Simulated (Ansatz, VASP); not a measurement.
HfC: VASP beside Ansatz

Contents of POSCAR:

```
HfC
1.0
    0.0000000000      2.3203429225      2.3203429225
    2.3203429225      0.0000000000      2.3203429225
    2.3203429225      2.3203429225      0.0000000000
Hf C
1 1
Direct
    0.5000000000      0.5000000000      0.5000000000
    0.0000000000      0.0000000000      0.0000000000
```

The input INCAR.step1:

```
SYSTEM = HfC
  ALGO = Normal
  EDIFF = 1E-4
  ENCUT = 520
  GGA = PE
  ISMEAR = -5
  LASPH = .True.
  LCHARG = .False.
  LREAL = .False.
  LWAVE = .True.
  NBANDS = 14
  NELM = 100
  PREC = Accurate
  SIGMA = 0.1
```

INCAR.step2

```
SYSTEM = HfC
  ALGO = Normal
  EDIFF = 1E-6
  ENCUT = 520
  ISIF = 2
  ISMEAR = -5
  ISTART = 1
  LASPH = .True.
  LCHARG = .True.
  LELF = .True.
  LMIXTAU = .True.
  LREAL = .False.
  LVHAR = .True.
  LWAVE = .False.
  METAGGA = R2SCAN
  NBANDS = 14
  NELM = 100
  PREC = Accurate
  SIGMA = 0.1
```

The input KPOINTS:

```
k-points
0
Gamma
  12 12 12
  0 0 0
```

Input for Ansatz:

```yaml
crystal:
  lattice:
    - [0.0, 2.3203429225, 2.3203429225]
    - [2.3203429225, 0.0, 2.3203429225]
    - [2.3203429225, 2.3203429225, 0.0]
  atoms:
    - { symbol: Hf, position: [0.5, 0.5, 0.5] }
    - { symbol: C, position: [0.0, 0.0, 0.0] }
basis:
  ecutwfc: 500
  ecutrho_ratio: 4
kpoints:
  mp_grid: { grid: [12, 12, 12] }
hamiltonian:
  xc: r2scan
scf:
  occupations: { method: tetrahedron }
output:
  forces: true
  stress: true
```

Alike in both runs: task single point; functional r2SCAN; k mesh 12 × 12 × 12; occupations tetrahedron; no spin polarisation.

|  | VASP | Ansatz |
| --- | --- | --- |
| version | VASP 6.6.1 | Ansatz 0.2.0 |
| potentials or method | VASP PAW PBE potentials, release 64 (Hf_pv, C), cutoff 520 eV | scalar-relativistic, plane waves, PAW |
| valence electrons in the cell | 14 | 30 |

```tsv
	VASP	Ansatz	Ansatz less VASP
gap on the k mesh at the Fermi level (eV)	none	none	-
pressure (GPa)	-1.0	0.0	+1.04
```

VASP's potentials were made for PBE, not for r2SCAN. A gap of «none» marks a metal or a gap that the smearing closes. VASP's potentials hold 14 valence electrons a cell and Ansatz's 30, so a difference there can come from the potentials and not from the codes. Ansatz's warnings: band table not solved further, tetrahedron derivatives may miss energy slope.

Spin-orbit coupling is off throughout.
